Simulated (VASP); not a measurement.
A run of VASP 6.6.1:

INCAR

```
PREC     = Accurate       # precision mode
ENCUT    = 520            # plane-wave cutoff, eV
EDIFF    = 1E-6           # SCF threshold, eV
ISMEAR   = 0              # smearing method
SIGMA    = 0.05           # smearing width, eV
LREAL    = Auto         
LASPH    = T              # aspherical terms in the spheres
NELM     = 150            # most SCF steps
ALGO     = Normal         # electronic algorithm
ISIF     = 2              # what is computed and relaxed
LWAVE    = F              # write WAVECAR
LCHARG   = T              # write CHGCAR
ISPIN    = 2              # spin polarisation
MAGMOM   = 0 0 0 0 0 0 0 0 0 0 0 0 0 0 0 0 0 0 1 # initial moments
LORBIT   = 11             # projections on sites
GGA      = PE             # functional
LELF     = T              # ELF
LVHAR    = T            
NBANDS   = 56             # bands
```

The input KPOINTS:

```
regular mesh
0
Gamma
  2 2 1
```

The input POSCAR:

```
AlC18
1.0
    7.3980000000      0.0000000000      0.0000000000
   -3.6990000000      6.4068560000      0.0000000000
    0.0000000000      0.0000000000     11.0000000000
C Al
18 1
Direct
   -0.0001877055      0.0007905411      0.0883241399
    0.2214769640      0.1108064439      0.0882064017
   -0.0001885286      0.3324755719      0.0883288845
    0.2214766574      0.4441232424      0.0882068318
    0.0005590532      0.6670050692      0.0880892310
    0.2225779785      0.7780154204      0.0883411807
    0.3326009659     -0.0003179848      0.0882099070
    0.5542640162      0.1096943196      0.0882995561
    0.3314822910      0.3324676334      0.0882823154
    0.5535134053      0.4434822197      0.0879860496
    0.3326006140      0.6663715049      0.0882093464
    0.5542631969      0.7780233927      0.0882947342
    0.6659176307     -0.0003145079      0.0882052961
    0.8881666823      0.1108100567      0.0882113806
    0.6652871414      0.3317220470      0.0880162444
    0.8888086179      0.4434944115      0.0880680205
    0.6652858964      0.6670174251      0.0880077665
    0.8888098994      0.7787678000      0.0880597068
    0.7756205236      0.5546519931      0.2781077068
```

Potentials or basis: VASP PAW PBE potentials, release 64 (C, Al).

Command:

```sh
$ cat potpaw_PBE.64/C/POTCAR potpaw_PBE.64/Al/POTCAR > POTCAR
$ mpirun -np 1 vasp_std > vasp.out
```

Hardware: 1 thread of Intel(R) Xeon(R) Platinum 8488C (Sapphire Rapids) (shared host).

Q: How long does it take, and how much memory?

A: Wall time 5.8 min on 1 thread of Intel(R) Xeon(R) Platinum 8488C (Sapphire Rapids), on a shared host, peak memory 0.78 GiB. Counts: scf iterations 24, k points 4.
